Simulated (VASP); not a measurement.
The system is Be3B.

```
CELL_PARAMETERS angstrom
-3.00468 -0.02219 -0.06714
-0.06714 0.00565 -3.11567
-0.04438 -6.26270 0.01130
ATOMIC_POSITIONS crystal
Be 0.98024 0.51079 0.72387
Be 0.99198 0.51089 0.22860
Be 0.49938 0.51809 0.51458
Be 0.43484 0.43732 0.02960
Be 0.52042 0.99830 0.73603
Be 0.49246 0.98337 0.23491
B 0.05109 0.03113 0.51493
B 0.02959 0.01010 0.01748
```

| Item | Value |
| --- | --- |
| Program | VASP 6.6.1 |
| Task | relaxation of cell and atoms |
| Functional | PBE |
| Potentials or basis | VASP PAW PBE potentials, release 64 (Be, B) |
| Cutoff | 600 eV |
| k mesh | 8 × 8 × 4 |
| Occupations | gaussian, width 0.1 eV |
| Spin | no spin polarisation |

At the start: pressure 6.9 GPa; volume 7.32 Å³/atom.

Problem. How do energy, volume and symmetry change on relaxing?

Solution. Over 16 steps the energy falls by 145.3 meV/atom and the volume is 7.23 Å³/atom (-1.3 %); space group P1 (No. 1, to 0.1 Å) before, Pm-3m (No. 221, to 0.1 Å).

Step by step:
```csv
step,energy change (eV),largest force (eV/Å),pressure (GPa),volume (Å³)
1,0.0000,3.7467,6.92,58.60
2,-0.8386,0.7090,-5.36,61.30
3,-0.8546,0.7105,-6.81,61.80
4,-1.0120,0.5327,-1.92,59.19
5,-1.0409,0.5997,1.81,57.60
6,-1.1056,0.3212,1.57,57.47
7,-1.1283,0.2753,1.70,57.33
8,-1.1492,0.1802,-0.76,58.18
9,-1.1497,0.1646,-1.18,58.34
10,-1.1573,0.0980,-0.21,57.95
11,-1.1588,0.1320,0.43,57.70
12,-1.1613,0.0403,0.07,57.83
13,-1.1614,0.0411,-0.02,57.86
14,-1.1620,0.0262,-0.05,57.87
15,-1.1622,0.0235,-0.07,57.88
16,-1.1623,0.0103,0.07,57.82
```

Final structure:
```
Be B
1.0
    -3.06907   -0.00024    0.00113
    -0.00212   -0.00014   -3.06923
    -0.00040   -6.13839    0.00092
Be B
6 2
Direct
  0.00027 0.50042 0.74993
  0.99989 0.49972 0.25013
  0.49995 0.50008 0.50000
  0.49982 0.49967 0.99993
  0.50035 0.00024 0.74993
  0.49964 0.99986 0.25008
  0.99961 0.99966 0.50002
  0.00046 0.00035 0.99997
```
